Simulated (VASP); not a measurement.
# Ca (Fm-3m) in VASP: single point with PBE

Aim: the single point of Ca with PBE.

Everything below comes from runs of VASP 6.6.1. Logs are shortened: lines on timing, memory, paths and dates and some standing lists are left out, and cuts for length are marked.

### Step 1. The cell of the first run

It takes space group Fm-3m (No. 225, cubic). The conventional cell has a = 5.525 Å, b = 5.525 Å, c = 5.525 Å, α = 90.00°, β = 90.00°, γ = 90.00°. Ca (site symmetry m-3m) has 12 Ca at 3.91 Å within 5.1 Å.

### Step 2. Single point, PBE

The input, INCAR:

```
PREC = Accurate
ENCUT = 520
EDIFF = 1E-6
ISMEAR = -1
SIGMA = 0.08
LREAL = False
LASPH = True
NELM = 100
ALGO = Normal
ISIF = 2
LWAVE = False
LCHARG = False
GGA = PE
NBANDS = 11
```

The input, KPOINTS:

```
regular mesh
0
Gamma
  12 12 12
```

The input, POSCAR:

```
Ca
1.0
    0.0000000000      2.7627070339      2.7627070339
    2.7627070339      0.0000000000      2.7627070339
    2.7627070339      2.7627070339      0.0000000000
Ca
1
Direct
    0.0000000000      0.0000000000      0.0000000000
```

Potentials or basis: VASP PAW PBE potentials, release 64 (Ca_sv).

The run is started by

```sh
$ cat potpaw_PBE.64/Ca_sv/POTCAR > POTCAR
$ mpirun -np 1 vasp_std > vasp.out
```

OUTCAR:

```text
PREC = Accurate
   ENCUT = 520
   EDIFF = 1E-6
   ISMEAR = -1
   LREAL = False
   LASPH = True
   NELM = 100
   ISIF = 2
   GGA = PE

 ion  position               nearest neighbor table
   1  0.000  0.000  0.000-

  LATTYP: Found a face centered cubic cell.
 ALAT       =     5.5254140678

  Lattice vectors:

 A1 = (   0.0000000000,   2.7627070339,   2.7627070339)
 A2 = (   2.7627070339,   0.0000000000,   2.7627070339)
 A3 = (   2.7627070339,   2.7627070339,   0.0000000000)

Analysis of symmetry for initial positions (statically):
=====================================================================
 Subroutine PRICEL returns:
 Original cell was already a primitive cell.

 Routine SETGRP: Setting up the symmetry group for a
 face centered cubic supercell.

 Subroutine GETGRP returns: Found 48 space group operations
[... 9 lines left out ...]

 Routine SETGRP: Setting up the symmetry group for a
 face centered cubic supercell.

 Subroutine GETGRP returns: Found 48 space group operations
[... 11 lines left out ...]
                                     Primitive cell

  volume of cell :      42.1730

  direct lattice vectors                    reciprocal lattice vectors
     0.000000000  2.762707034  2.762707034    -0.180981912  0.180981912  0.180981912
     2.762707034  0.000000000  2.762707034     0.180981912 -0.180981912  0.180981912
     2.762707034  2.762707034  0.000000000     0.180981912  0.180981912 -0.180981912

  length of vectors
     3.907057756  3.907057756  3.907057756     0.313469866  0.313469866  0.313469866

  position of ions in fractional coordinates (direct lattice)
     0.000000000  0.000000000  0.000000000

  ion indices of the primitive-cell ions
   primitive index   ion index
                 1           1

----------------------------------------------------------------------------------------

 KPOINTS: regular mesh

Automatic generation of k-mesh.
 Grid dimensions read from file:
 generate k-points for:   12   12   12

 Generating k-lattice:

  Cartesian coordinates                     Fractional coordinates (reciprocal lattice)
    -0.015081826  0.015081826  0.015081826     0.083333333  0.000000000  0.000000000
     0.015081826 -0.015081826  0.015081826     0.000000000  0.083333333  0.000000000
     0.015081826  0.015081826 -0.015081826     0.000000000  0.000000000  0.083333333

  Length of vectors
     0.026122489  0.026122489  0.026122489

  Shift w.r.t. Gamma in fractional coordinates (k-lattice)
     0.000000000  0.000000000  0.000000000

 Subroutine IBZKPT returns following result:
 ===========================================

 Found     72 irreducible k-points:

 Following reciprocal coordinates:
            Coordinates               Weight
  0.000000  0.000000  0.000000      1.000000
  0.083333  0.000000  0.000000      8.000000
  0.166667  0.000000  0.000000      8.000000
  0.250000  0.000000  0.000000      8.000000
  0.333333  0.000000  0.000000      8.000000
  0.416667  0.000000  0.000000      8.000000
[... 16 lines left out ...]
  0.500000  0.166667  0.000000     24.000000
 -0.416667  0.166667  0.000000     24.000000
 [... further k-points ...]
   k-points           NKPTS =     72   k-points in BZ     NKDIM =     72   number of bands    NBANDS=     11
   number of dos      NEDOS =    301   number of ions     NIONS =      1
   total plane-waves  NPLWV =  27000
   dimension x,y,z NGX =    30 NGY =   30 NGZ =   30
   dimension x,y,z NGXF=    60 NGYF=   60 NGZF=   60
   ions per type =               1
   NGX,Y,Z   is equivalent  to a cutoff of  12.77, 12.77, 12.77 a.u.
   NGXF,Y,Z  is equivalent  to a cutoff of  25.53, 25.53, 25.53 a.u.
 SYSTEM =  unknown system
   PREC   = accura    normal or accurate (medium, high low for compatibility)
   ISTART =      0    job   : 0-new  1-cont  2-samecut
   ICHARG =      2    charge: 1-file 2-atom 10-const
   ISPIN  =      1    spin polarized calculation?
   LNONCOLLINEAR =      F non collinear calculations
   LSORBIT =      F    spin-orbit coupling
   LASPH  =      T    aspherical Exc in radial PAW
   ENCUT  =  520.0 eV  38.22 Ry    6.18 a.u.   7.26  7.26  7.26*2*pi/ulx,y,z
   NELM   =    100;   NELMIN=  2; NELMDL= -5     # of ELM steps
   EDIFF  = 0.1E-05   stopping-criterion for ELM
   LREAL  =      F    real-space projection
   EDIFFG = 0.1E-04   stopping-criterion for IOM
   NSW    =      0    number of steps for IOM
   IBRION =     -1    ionic relax: 0-MD 1-quasi-New 2-CG
   NFREE  =      0    steps in history (QN), initial steepest desc. (CG)
   ISIF   =      2    stress and relaxation
   ISYM   =      2    0-nonsym 1-usesym 2-fastsym
   POTIM  = 0.5000    time-step for ionic-motion
   TEBEG  =    0.0;   TEEND  =   0.0 temperature during run
   PSTRESS=    0.0 pullay stress
   NELECT =      10.0000    total number of electrons
   NUPDOWN=      -1.0000    fix difference up-down
   EMIN   =  10.00;   EMAX   =-10.00  energy-range for DOS
   EFERMI =   0.00;   METHOD = LEGACY
   ISMEAR =    -1;   SIGMA  =   0.08  broadening in eV -4-tet -1-fermi 0-gaus
   EFERMI_NEDOS =   21; number of points for ismear=-14 and -15
   IALGO  =     38    algorithm
   IMIX   =      4    mixing-type and parameters
     AMIX     =   0.40;   BMIX     =  1.00
     AMIX_MAG =   1.60;   BMIX_MAG =  1.00
  volume/ion in A,a.u.               =      42.17       284.60
  Fermi-wavevector in a.u.,A,eV,Ry     =   1.013281  1.914824 13.969630  1.026739
  Thomas-Fermi vector in A             =   2.146441
   LORBIT       =      0    0 simple, 1 ext, 2 COOP (PROOUT), +10 PAW based schemes
   GGA     = PE    functional components
   LHFCALC =     F    Hartree Fock is set to
   AEXX    =    0.0000 exact exchange contribution
   IVDW    =     0    specifies the selected vdW correction
   LEPSILON=     F    determine dielectric tensor
   LRPA    =     F    only Hartree local field effects (RPA)
 non-spin polarized calculation
  energy-cutoff  :      520.00
  volume of cell :       42.17
 maximum number of plane-waves:      1158
 NGX is ok and might be reduce to    30
   NGX = 15   NGY = 15   NGZ = 15

 number of electron      10.0000001 magnetization

 Free energy of the ion-electron system (eV)
  ---------------------------------------------------
  ext. energy  EPLUGINS =         0.00000000
  ---------------------------------------------------
  free energy    TOTEN  =        -1.94286664 eV

  energy without entropy =       -1.91522641  energy(sigma->0) =       -1.92904652

 E-fermi :   1.9627     XC(G=0):  -7.7372

 val. band max:        1.9616266051   @ k =  -0.4167   0.1667   0.0000
 cond. band min:       1.9705201764   @ k =  -0.3333   0.3333   0.1667
 fundamental gap:      0.0088935712
 Fermi energy:         1.9627453439

 k-point     1 :       0.0000    0.0000    0.0000
  band No.  band energies     occupation
      1     -40.0482      2.00000
      2     -20.9655      2.00000
      3     -20.9655      2.00000
      4     -20.9655      2.00000
      5      -2.0642      2.00000
      6       4.3032      0.00000
      7       4.3032      0.00000
      8       4.3032      0.00000
      9       5.3748      0.00000
     10       5.3748      0.00000
     11      11.0832      0.00000

 k-point     2 :       0.0833    0.0000    0.0000
  band No.  band energies     occupation
      1     -40.0473      2.00000
      2     -20.9749      2.00000
      3     -20.9667      2.00000
      4     -20.9667      2.00000
      5      -1.9453      2.00000
      6       4.1751      0.00000
      7       4.3482      0.00000
      8       4.3482      0.00000
      9       5.3359      0.00000
     10       5.3359      0.00000
     11      11.2210      0.00000

 k-point     3 :       0.1667    0.0000    0.0000
  band No.  band energies     occupation
      1     -40.0448      2.00000
      2     -21.0006      2.00000
      3     -20.9703      2.00000
      4     -20.9703      2.00000
      5      -1.5967      2.00000
      6       3.8392      0.00000
      7       4.4363      0.00000
      8       4.4363      0.00000
      9       5.2849      0.00000
     10       5.2849      0.00000
     11      10.6679      0.00000

 k-point     4 :       0.2500    0.0000    0.0000
  band No.  band energies     occupation
      1     -40.0414      2.00000
      2     -21.0353      2.00000
      3     -20.9751      2.00000
      4     -20.9751      2.00000
      5      -1.0437      2.00000
      6       3.3824      0.00000
      7       4.4376      0.00000
      8       4.4376      0.00000
      9       5.3851      0.00000
     10       5.3851      0.00000
     11       9.3591      0.00000

 k-point     5 :       0.3333    0.0000    0.0000
  band No.  band energies     occupation
      1     -40.0380      2.00000
      2     -21.0698      2.00000
      3     -20.9799      2.00000
      4     -20.9799      2.00000
      5      -0.3330      2.00000
      6       2.8509      0.00003
      7       4.3325      0.00000
      8       4.3325      0.00000
      9       5.6591      0.00000
     10       5.6591      0.00000
     11       8.2330      0.00000
[... 211 lines left out ...]
 k-point    21 :       0.3333    0.1667    0.0000
  band No.  band energies     occupation
      1     -40.0380      2.00000
      2     -21.0501      2.00000
      3     -20.9897      2.00000
      4     -20.9893      2.00000
      5      -0.4473      2.00000
      6       3.1178      0.00000
      7       4.0549      0.00000
      8       4.6708      0.00000
      9       5.2251      0.00000
     10       5.8152      0.00000
     11       9.0631      0.00000

 k-point    22 :       0.4167    0.1667    0.0000
  band No.  band energies     occupation
      1     -40.0352      2.00000
      2     -21.0750      2.00000
      3     -20.9976      2.00000
      4     -20.9924      2.00000
      5       0.2783      2.00000
      6       2.6731      0.00028
      7       3.8380      0.00000
      8       4.5846      0.00000
      9       5.6616      0.00000
     10       6.0291      0.00000
     11       7.8706      0.00000

 k-point    23 :       0.5000    0.1667    0.0000
  band No.  band energies     occupation
      1     -40.0335      2.00000
      2     -21.0899      2.00000
      3     -21.0050      2.00000
      4     -20.9926      2.00000
      5       1.0477      1.99998
      6       2.1206      0.24400
      7       3.7398      0.00000
      8       4.4967      0.00000
      9       6.0811      0.00000
     10       6.0877      0.00000
     11       7.1198      0.00000

 k-point    24 :      -0.4167    0.1667    0.0000
  band No.  band energies     occupation
      1     -40.0333      2.00000
      2     -21.0911      2.00000
      3     -21.0095      2.00000
      4     -20.9898      2.00000
      5       1.2668      1.99967
      6       1.9616      1.00699
      7       3.7014      0.00000
      8       4.4645      0.00000
      9       5.9030      0.00000
     10       6.2980      0.00000
     11       7.0816      0.00000

 [... further k-points ...]
[... 5 lines left out ...]
  --------------------------------------------------------------------------------------
  -------------------------------------------------------------------------------------
  Total        0.0026307      0.0026307      0.0026307      0.0000000      0.0000000     -0.0000000
  in kB        0.0999400      0.0999400      0.0999400      0.0000000      0.0000000     -0.0000000
  external PRESSURE =       0.0999400 kB  Pullay stress =       0.0000000 kB

 VOLUME and BASIS-vectors are now :
 -----------------------------------------------------------------------------
  energy-cutoff  :      520.00
  volume of cell :       42.17
      direct lattice vectors                 reciprocal lattice vectors
     0.000000000  2.762707034  2.762707034    -0.180981912  0.180981912  0.180981912
     2.762707034  0.000000000  2.762707034     0.180981912 -0.180981912  0.180981912
     2.762707034  2.762707034  0.000000000     0.180981912  0.180981912 -0.180981912

 POSITION                                       TOTAL-FORCE (eV/Angst)
 -----------------------------------------------------------------------------------
      0.00000      0.00000      0.00000         0.000000     -0.000000      0.000000
 -----------------------------------------------------------------------------------
    total drift:                               -0.000000     -0.000000      0.000000

  FREE ENERGIE OF THE ION-ELECTRON SYSTEM (eV)
  ---------------------------------------------------
  free  energy   TOTEN  =        -1.9428666361 eV

  energy  without entropy=       -1.9152264102  energy(sigma->0) =       -1.92904652
```

Wall time 22 s (1 thread of Intel Xeon Platinum 8259CL at 2.50GHz (Skylake/Cascade Lake), shared host); peak memory 0.18 GiB.

What came out:

* Free energy: -1.9429 eV
* Pressure: 0.0 GPa
* Band gap on the k mesh: zero (band 5 reaches 2.16 eV, above the bottom of band 6 at 1.80 eV)

Levels at points of the mesh, in eV from the Fermi level:
```
           k point  band 1  band 2  band 3  band 4  band 5  band 6  band 7  band 8  band 9  band 10
(0.00, 0.00, 0.00)  -42.01  -22.93  -22.93  -22.93   -4.03    2.34    2.34    2.34    3.41     3.41
(0.50, 0.00, 0.00)  -42.00  -23.07  -22.95  -22.95   -0.99   -0.16    2.23    2.23    4.10     4.10
(0.50, 0.50, 0.00)  -41.99  -23.06  -22.98  -22.98   -0.46    0.58    0.97    4.09    4.28     4.28
```
